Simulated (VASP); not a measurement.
LiF: single point with PBE

LiF:

```
Li F
1.0
     0.00000    2.01400    2.01400
     2.01400    0.00000    2.01400
     2.01400    2.01400    0.00000
Li F
1 1
Direct
  0.00000 0.00000 0.00000
  0.48448 0.48448 0.51552
```

```json
{"Program": "VASP 6.6.1", "Task": "single point", "Functional": "PBE", "Potentials or basis": "VASP PAW PBE potentials, release 64 (Li_sv, F)", "Cutoff": "520 eV", "k mesh": "10 × 10 × 10", "Occupations": "tetrahedron", "Spin": "no spin polarisation"}
```

```yaml
Largest_force: 0.109 eV/Å
Band_gap_on_the_k_mesh: 9.08 eV, direct
```

Forces on the atoms (eV/Å):
```
Li   0.000  0.000 -0.109
F    0.000  0.000  0.109
```

Levels at points of the mesh, in eV from the valence-band top:
```tsv
k point	band 1	band 2	band 3	band 4	band 5	band 6	band 7	band 8	band 9	band 10
(0.00, 0.00, 0.00)	-40.92	-19.98	-0.01	0.00	0.00	9.08	23.71	23.71	24.00	24.33
(0.50, 0.00, 0.00)	-40.86	-19.54	-2.52	-0.23	-0.23	10.78	16.71	18.90	18.95	30.34
(0.50, 0.50, 0.00)	-40.84	-19.28	-3.00	-1.00	-1.00	14.77	16.47	17.50	20.24	20.24
(0.00, 0.50, 0.50)	-40.84	-19.28	-3.01	-1.00	-1.00	14.81	16.43	17.35	20.28	20.39
```

Run time: 8.6 s on 1 thread of Intel(R) Xeon(R) 6975P-C (Granite Rapids), with other jobs on the host, peak memory 0.14 GiB.

 A k mesh can miss the band edges.
